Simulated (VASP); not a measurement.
# BeAs2 (P4/nmm) in VASP: single point with r2SCAN

Aim: the single point of BeAs2 with r2SCAN.

Program: VASP 6.6.1. These are calculated values, not measurements. Logs are shortened: lines on timing, memory, paths and dates and some standing lists are left out, and cuts for length are marked.

### Step 1. The cell of the first run

It takes space group P4/nmm (No. 129, tetragonal). The conventional cell has a = 3.564 Å, b = 3.564 Å, c = 7.300 Å, α = 90.00°, β = 90.00°, γ = 90.00°. As (site symmetry 4mm) has 5 Be at 2.56 to 2.96 Å and 4 As at 3.00 Å within 3.4 Å. Within 3.3 Å of As (site symmetry -4m2) lie 8 As at 2.52 to 3.00 Å and 4 Be at 2.63 Å. Within 3.4 Å of Be (site symmetry 4mm) lie 9 As at 2.56 to 2.96 Å.

### Step 2. Single point, r2SCAN

POSCAR reads:

```
BeAs2
1.0
    3.5640700000      0.0000000000      0.0000000000
    0.0000000000      3.5640700000      0.0000000000
    0.0000000000      0.0000000000      7.2996980000
As Be
4 2
Direct
    0.0000000000      0.5000000000      0.3300000000
    0.5000000000      0.0000000000      0.6700000000
    0.0000000000      0.0000000000      0.0000000000
    0.5000000000      0.5000000000      0.0000000000
    0.0000000000      0.5000000000      0.7350000000
    0.5000000000      0.0000000000      0.2650000000
```

INCAR.step1 reads:

```
SYSTEM = BeAs2
ALGO = Normal
EDIFF = 1E-4
ENCUT = 520
GGA = PE
ISMEAR = -1
LASPH = .True.
LCHARG = .False.
LREAL = .False.
LWAVE = .True.
NBANDS = 21
NELM = 100
PREC = Accurate
SIGMA = 0.1
```

INCAR.step2 reads:

```
SYSTEM = BeAs2
ALGO = Normal
EDIFF = 1E-6
ENCUT = 520
ISIF = 2
ISMEAR = -1
ISTART = 1
LASPH = .True.
LCHARG = .True.
LELF = .True.
LMIXTAU = .True.
LREAL = .False.
LVHAR = .True.
LWAVE = .False.
METAGGA = R2SCAN
NBANDS = 21
NELM = 100
PREC = Accurate
SIGMA = 0.1
```

KPOINTS reads:

```
k-points
0
Gamma
  5 5 3
  0 0 0
```

Potentials or basis: VASP PAW PBE potentials, release 64 (As, Be).

The run is started by

```console
> cat potpaw_PBE.64/As/POTCAR potpaw_PBE.64/Be/POTCAR > POTCAR
> cp INCAR.step1 INCAR
> mpirun -np 1 vasp_std > vasp.out
> cp INCAR.step2 INCAR
> mpirun -np 1 vasp_std > vasp.out
```

OUTCAR:

```text
SYSTEM = BeAs2
   EDIFF = 1E-6
   ENCUT = 520
   ISIF = 2
   ISMEAR = -1
   ISTART = 1
   LASPH = .True.
   LREAL = .False.
   METAGGA = R2SCAN
   NELM = 100
   PREC = Accurate

 ion  position               nearest neighbor table
   1  0.000  0.500  0.330-   6 2.56   6 2.56   6 2.56   6 2.56
   2  0.500  0.000  0.670-   5 2.56   5 2.56   5 2.56   5 2.56
   3  0.000  0.000  0.000-   4 2.52   4 2.52   4 2.52   4 2.52   5 2.63   6 2.63   6 2.63   5 2.63

   4  0.500  0.500  0.000-   3 2.52   3 2.52   3 2.52   3 2.52   6 2.63   6 2.63   5 2.63   5 2.63

   5  0.000  0.500  0.735-   2 2.56   2 2.56   2 2.56   2 2.56   3 2.63   4 2.63   4 2.63   3 2.63

   6  0.500  0.000  0.265-   1 2.56   1 2.56   1 2.56   1 2.56   4 2.63   4 2.63   3 2.63   3 2.63

  LATTYP: Found a simple tetragonal cell.
 ALAT       =     3.5640700000
 C/A-ratio  =     2.0481354182

  Lattice vectors:

 A1 = (   3.5640700000,   0.0000000000,   0.0000000000)
 A2 = (   0.0000000000,   3.5640700000,   0.0000000000)
 A3 = (   0.0000000000,   0.0000000000,   7.2996980000)

Analysis of symmetry for initial positions (statically):
=====================================================================
 Subroutine PRICEL returns:
 Original cell was already a primitive cell.

 Routine SETGRP: Setting up the symmetry group for a
 simple tetragonal supercell.

 Subroutine GETGRP returns: Found 16 space group operations
 (whereof  8 operations were pure point group operations)
 out of a pool of 16 trial point group operations.

The static configuration has the point symmetry D_2d.
 The point group associated with its full space group is D_4h.

Analysis of symmetry for dynamics (positions and initial velocities):
=====================================================================
 Subroutine PRICEL returns:
 Original cell was already a primitive cell.

 Routine SETGRP: Setting up the symmetry group for a
 simple tetragonal supercell.

 Subroutine GETGRP returns: Found 16 space group operations
 (whereof  8 operations were pure point group operations)
 out of a pool of 16 trial point group operations.

The dynamic configuration has the point symmetry D_2d.
 The point group associated with its full space group is D_4h.

 Subroutine INISYM returns: Found 16 space group operations
 (whereof  8 operations are pure point group operations),
 and found     1 'primitive' translations

----------------------------------------------------------------------------------------

                                     Primitive cell

  volume of cell :      92.7251

  direct lattice vectors                    reciprocal lattice vectors
     3.564070000  0.000000000  0.000000000     0.280578103  0.000000000  0.000000000
     0.000000000  3.564070000  0.000000000     0.000000000  0.280578103  0.000000000
     0.000000000  0.000000000  7.299698000     0.000000000  0.000000000  0.136991969

  length of vectors
     3.564070000  3.564070000  7.299698000     0.280578103  0.280578103  0.136991969

  position of ions in fractional coordinates (direct lattice)
     0.000000000  0.500000000  0.330000000
     0.500000000  0.000000000  0.670000000
     0.000000000  0.000000000  0.000000000
     0.500000000  0.500000000  0.000000000
     0.000000000  0.500000000  0.735000000
     0.500000000  0.000000000  0.265000000

  ion indices of the primitive-cell ions
   primitive index   ion index
                 1           1
                 2           2
                 3           3
                 4           4
                 5           5
                 6           6

----------------------------------------------------------------------------------------

 KPOINTS: k-points

Automatic generation of k-mesh.
 Grid dimensions read from file:
 generate k-points for:    5    5    3

 Generating k-lattice:

  Cartesian coordinates                     Fractional coordinates (reciprocal lattice)
     0.056115621  0.000000000  0.000000000     0.200000000  0.000000000  0.000000000
     0.000000000  0.056115621  0.000000000     0.000000000  0.200000000  0.000000000
     0.000000000  0.000000000  0.045663990     0.000000000  0.000000000  0.333333333

  Length of vectors
     0.056115621  0.056115621  0.045663990

  Shift w.r.t. Gamma in fractional coordinates (k-lattice)
     0.000000000  0.000000000  0.000000000

 Subroutine IBZKPT returns following result:
 ===========================================

 Found     12 irreducible k-points:

 Following reciprocal coordinates:
            Coordinates               Weight
  0.000000  0.000000  0.000000      1.000000
  0.200000  0.000000  0.000000      4.000000
  0.400000  0.000000  0.000000      4.000000
  0.200000  0.200000  0.000000      4.000000
  0.400000  0.200000  0.000000      8.000000
  0.400000  0.400000  0.000000      4.000000
  0.000000  0.000000  0.333333      2.000000
  0.200000  0.000000  0.333333      8.000000
  0.400000  0.000000  0.333333      8.000000
  0.200000  0.200000  0.333333      8.000000
  0.400000  0.200000  0.333333     16.000000
  0.400000  0.400000  0.333333      8.000000
   k-points           NKPTS =     12   k-points in BZ     NKDIM =     12   number of bands    NBANDS=     21
   number of dos      NEDOS =    301   number of ions     NIONS =      6
   total plane-waves  NPLWV =  42336
   dimension x,y,z NGX =    28 NGY =   28 NGZ =   54
   dimension x,y,z NGXF=    56 NGYF=   56 NGZF=  108
   ions per type =               4   2
   NGX,Y,Z   is equivalent  to a cutoff of  13.06, 13.06, 12.30 a.u.
   NGXF,Y,Z  is equivalent  to a cutoff of  26.12, 26.12, 24.60 a.u.
 SYSTEM =  BeAs2
   PREC   = accura    normal or accurate (medium, high low for compatibility)
   ISTART =      1    job   : 0-new  1-cont  2-samecut
   ICHARG =      0    charge: 1-file 2-atom 10-const
   ISPIN  =      1    spin polarized calculation?
   LNONCOLLINEAR =      F non collinear calculations
   LSORBIT =      F    spin-orbit coupling
   LASPH  =      T    aspherical Exc in radial PAW
   ENCUT  =  520.0 eV  38.22 Ry    6.18 a.u.   6.63  6.63 13.57*2*pi/ulx,y,z
   NELM   =    100;   NELMIN=  2; NELMDL=  0     # of ELM steps
   EDIFF  = 0.1E-05   stopping-criterion for ELM
   LREAL  =      F    real-space projection
   EDIFFG = 0.1E-04   stopping-criterion for IOM
   NSW    =      0    number of steps for IOM
   IBRION =     -1    ionic relax: 0-MD 1-quasi-New 2-CG
   NFREE  =      0    steps in history (QN), initial steepest desc. (CG)
   ISIF   =      2    stress and relaxation
   ISYM   =      2    0-nonsym 1-usesym 2-fastsym
   POTIM  = 0.5000    time-step for ionic-motion
   TEBEG  =    0.0;   TEEND  =   0.0 temperature during run
   PSTRESS=    0.0 pullay stress
   NELECT =      24.0000    total number of electrons
   NUPDOWN=      -1.0000    fix difference up-down
   EMIN   =  10.00;   EMAX   =-10.00  energy-range for DOS
   EFERMI =   0.00;   METHOD = LEGACY
   ISMEAR =    -1;   SIGMA  =   0.10  broadening in eV -4-tet -1-fermi 0-gaus
   EFERMI_NEDOS =   21; number of points for ismear=-14 and -15
   IALGO  =     38    algorithm
   IMIX   =      4    mixing-type and parameters
     AMIX     =   0.40;   BMIX     =  1.00
     AMIX_MAG =   1.60;   BMIX_MAG =  1.00
  volume/ion in A,a.u.               =      15.45       104.29
  Fermi-wavevector in a.u.,A,eV,Ry     =   1.043309  1.971567 14.809845  1.088493
  Thomas-Fermi vector in A             =   2.178012
   LORBIT       =      0    0 simple, 1 ext, 2 COOP (PROOUT), +10 PAW based schemes
   METAGGA = R2SCAN    functional components
   LHFCALC =     F    Hartree Fock is set to
   AEXX    =    0.0000 exact exchange contribution
   IVDW    =     0    specifies the selected vdW correction
   LEPSILON=     F    determine dielectric tensor
   LRPA    =     F    only Hartree local field effects (RPA)
 non-spin polarized calculation
  energy-cutoff  :      520.00
  volume of cell :       92.73
 maximum number of plane-waves:      2523
 NGX is ok and might be reduce to    28
   NGX = 13   NGY = 13   NGZ = 27

 number of electron      24.0000004 magnetization

 Free energy of the ion-electron system (eV)
  ---------------------------------------------------
  ext. energy  EPLUGINS =         0.00000000
  ---------------------------------------------------
  free energy    TOTEN  =       -63.14564705 eV

  energy without entropy =      -63.03600851  energy(sigma->0) =      -63.09082778

 E-fermi :   6.7419     XC(G=0): -11.2281

 val. band max:        6.7361834523   @ k =   0.4000   0.4000   0.0000
 cond. band min:       6.7689359356   @ k =   0.2000   0.2000   0.3333
 fundamental gap:      0.0327524833
 Fermi energy:         6.7418881493

 k-point     1 :       0.0000    0.0000    0.0000
  band No.  band energies     occupation
      1     -10.6008      2.00000
      2      -5.9799      2.00000
      3      -5.6782      2.00000
      4       0.0337      2.00000
      5       1.1272      2.00000
      6       1.1358      2.00000
[... 13 lines left out ...]
     20      12.9880      0.00000
     21      13.9579      0.00000

 k-point     2 :       0.2000    0.0000    0.0000
  band No.  band energies     occupation
      1     -10.1240      2.00000
      2      -5.6797      2.00000
      3      -5.3348      2.00000
      4      -2.9690      2.00000
      5       1.0002      2.00000
      6       1.6664      2.00000
[... 13 lines left out ...]
     20      12.9475      0.00000
     21      13.5839      0.00000

 k-point     3 :       0.4000    0.0000    0.0000
  band No.  band energies     occupation
      1      -8.7065      2.00000
      2      -6.4611      2.00000
      3      -4.5707      2.00000
      4      -4.5299      2.00000
      5      -0.0634      2.00000
      6       0.1263      2.00000
[... 13 lines left out ...]
     20      11.0642      0.00000
     21      13.0193      0.00000

 k-point     4 :       0.2000    0.2000    0.0000
  band No.  band energies     occupation
      1      -9.6489      2.00000
      2      -5.3557      2.00000
      3      -4.9944      2.00000
      4      -3.3695      2.00000
      5      -0.8344      2.00000
      6       1.4569      2.00000
[... 13 lines left out ...]
     20      12.8743      0.00000
     21      13.0815      0.00000

 k-point     5 :       0.4000    0.2000    0.0000
  band No.  band energies     occupation
      1      -8.2412      2.00000
      2      -6.0368      2.00000
      3      -4.2992      2.00000
      4      -4.2541      2.00000
      5      -0.2032      2.00000
      6       0.4750      2.00000
[... 13 lines left out ...]
     20      13.0511      0.00000
     21      14.1426      0.00000

 k-point     6 :       0.4000    0.4000    0.0000
  band No.  band energies     occupation
      1      -6.8978      2.00000
      2      -5.3077      2.00000
      3      -4.3407      2.00000
      4      -3.7429      2.00000
      5      -1.7371      2.00000
      6      -0.7233      2.00000
[... 13 lines left out ...]
     20      13.9056      0.00000
     21      13.9162      0.00000

 k-point     7 :       0.0000    0.0000    0.3333
  band No.  band energies     occupation
      1     -10.5738      2.00000
      2      -6.7781      2.00000
      3      -4.4447      2.00000
      4      -0.2530      2.00000
      5       0.0351      2.00000
      6       1.1683      2.00000
[... 13 lines left out ...]
     20      12.8843      0.00000
     21      13.1061      0.00000

 k-point     8 :       0.2000    0.0000    0.3333
  band No.  band energies     occupation
      1     -10.0968      2.00000
      2      -6.4167      2.00000
      3      -4.2387      2.00000
      4      -2.9672      2.00000
      5       0.0851      2.00000
      6       1.6992      2.00000
[... 13 lines left out ...]
     20      12.7385      0.00000
     21      13.0164      0.00000

 k-point     9 :       0.4000    0.0000    0.3333
  band No.  band energies     occupation
      1      -8.6795      2.00000
      2      -6.4880      2.00000
      3      -5.0263      2.00000
      4      -4.1421      2.00000
      5       0.1811      2.00000
      6       1.0855      2.00000
[... 13 lines left out ...]
     20      11.7931      0.00000
     21      13.0231      0.00000

 k-point    10 :       0.2000    0.2000    0.3333
  band No.  band energies     occupation
      1      -9.6214      2.00000
      2      -6.0470      2.00000
      3      -4.0107      2.00000
      4      -3.3609      2.00000
      5      -0.7900      2.00000
      6       0.5506      2.00000
[... 13 lines left out ...]
     20      12.8698      0.00000
     21      13.0865      0.00000

 k-point    11 :       0.4000    0.2000    0.3333
  band No.  band energies     occupation
      1      -8.2143      2.00000
      2      -6.0601      2.00000
      3      -4.7395      2.00000
      4      -3.8698      2.00000
      5      -0.1393      2.00000
      6       0.5013      2.00000
[... 13 lines left out ...]
     20      12.9235      0.00000
     21      13.4964      0.00000

 k-point    12 :       0.4000    0.4000    0.3333
  band No.  band energies     occupation
      1      -6.8738      2.00000
      2      -5.2990      2.00000
      3      -4.4857      2.00000
      4      -3.6130      2.00000
      5      -1.9134      2.00000
      6      -0.6481      2.00000
[... 13 lines left out ...]
     20      14.9875      0.00000
     21      15.5133      0.00000

------------------------ aborting loop because EDIFF is reached ----------------------------------------

  FORCE on cell =-STRESS in cart. coord.  units (eV):
  Direction    XX          YY          ZZ          XY          YZ          ZX
  --------------------------------------------------------------------------------------
  -------------------------------------------------------------------------------------
  Total        5.2779357      5.2779357      2.7841948      0.0000000     -0.0000000      0.0000000
  in kB       91.1963240     91.1963240     48.1075072      0.0000000     -0.0000000      0.0000000
  external PRESSURE =      76.8333851 kB  Pullay stress =       0.0000000 kB

 VOLUME and BASIS-vectors are now :
 -----------------------------------------------------------------------------
  energy-cutoff  :      520.00
  volume of cell :       92.73
      direct lattice vectors                 reciprocal lattice vectors
     3.564070000  0.000000000  0.000000000     0.280578103  0.000000000  0.000000000
     0.000000000  3.564070000  0.000000000     0.000000000  0.280578103  0.000000000
     0.000000000  0.000000000  7.299698000     0.000000000  0.000000000  0.136991969

 POSITION                                       TOTAL-FORCE (eV/Angst)
 -----------------------------------------------------------------------------------
      0.00000      1.78204      2.40890         0.000000      0.000000      1.254239
      1.78204      0.00000      4.89080         0.000000     -0.000000     -1.254239
      0.00000      0.00000      0.00000         0.000000     -0.000000      0.000000
      1.78204      1.78204      0.00000         0.000000      0.000000      0.000000
      0.00000      1.78204      5.36528        -0.000000      0.000000     -0.671009
      1.78204      0.00000      1.93442         0.000000     -0.000000      0.671009
 -----------------------------------------------------------------------------------
    total drift:                                0.000000      0.000000     -0.000000

  FREE ENERGIE OF THE ION-ELECTRON SYSTEM (eV)
  ---------------------------------------------------
  free  energy   TOTEN  =       -63.1456470464 eV

  energy  without entropy=      -63.0360085124  energy(sigma->0) =      -63.09082778
```

Wall time 95 s (1 thread of AMD EPYC 7R43 (Zen 3), shared host); peak memory 0.17 GiB.

Results:

| Item | Value |
| --- | --- |
| Free energy | -63.1456 eV |
| Pressure | 7.7 GPa |
| Largest force | 1.254 eV/Å |
| Band gap on the k mesh | zero (band 12 reaches 7.00 eV, above the bottom of band 13 at 6.58 eV) |

Forces on the atoms (eV/Å):
```
As   0.000  0.000  1.254
As   0.000  0.000 -1.254
As   0.000  0.000  0.000
As   0.000  0.000  0.000
Be   0.000  0.000 -0.671
Be   0.000  0.000  0.671
```

Caveat: the PAW data sets were made with another functional, which shifts forces and pressure a little.
